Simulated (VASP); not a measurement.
## WS2: single point with PBEsol+D3(BJ)

System: WS2, a slab with vacuum.

```
W S
1.0
     3.12394    0.00000    0.00000
    -1.56197    2.70541    0.00000
     0.00000    0.00000   16.93754
W S
1 2
Direct
  0.33333 0.66667 0.00202
  0.66180 0.33333 0.90137
  0.67153 0.33333 0.08706
```

This cell differs from its parent crystal: atoms displaced along a vibrational mode.

```
Program                : VASP 6.6.1
Task                   : single point
Functional             : PBEsol
Dispersion             : D3(BJ)
Potentials or basis    : VASP PAW PBE potentials, release 64 (W_sv, S)
Cutoff                 : 520 eV
k mesh                 : 12 × 12 × 2
Occupations            : gaussian, width 0.05 eV
Spin                   : no spin polarisation
Dipole correction      : no
Further INCAR settings : ALGO = Normal; EDIFF = 1e-06; NBANDS = 20
```

- Largest force: 4.486 eV/Å
- Band gap on the k mesh: 1.76 eV (least direct gap 2.04 eV)
- Dispersion energy per atom: -0.253 eV

Forces on the atoms (eV/Å):
```
W    0.103  0.004 -4.485
S    0.114 -0.001  1.895
S   -0.217 -0.003  2.590
```

Levels at points of the mesh, in eV from the valence-band top:
```
           k point  band 11  band 12  band 13  band 14  band 15  band 16
(0.00, 0.00, 0.00)    -1.36    -1.36     0.00     2.62     2.67     3.56
(0.50, 0.00, 0.00)    -2.29    -1.07    -0.98     3.01     3.26     4.00
(0.00, 0.50, 0.00)    -2.30    -1.06    -0.96     3.02     3.27     4.02
(0.50, 0.50, 0.00)    -2.32    -1.06    -0.93     3.02     3.28     4.03
(0.00, 0.00, 0.50)    -1.36    -1.36     0.00     2.62     2.67     3.56
(0.50, 0.00, 0.50)    -2.29    -1.07    -0.98     3.01     3.26     4.00
(0.00, 0.50, 0.50)    -2.30    -1.06    -0.96     3.02     3.27     4.02
(0.50, 0.50, 0.50)    -2.32    -1.06    -0.93     3.02     3.28     4.03
```

Wall time 4.9 min on 1 thread of Intel(R) Xeon(R) 6975P-C (Granite Rapids), with other jobs on the host, peak memory 0.53 GiB.

Caveat: the cell differs from its parent crystal (atoms displaced along a vibrational mode); the PAW data sets were made with another functional, which shifts forces and pressure a little; spin-orbit coupling is left out, which moves the levels of the heavy elements.
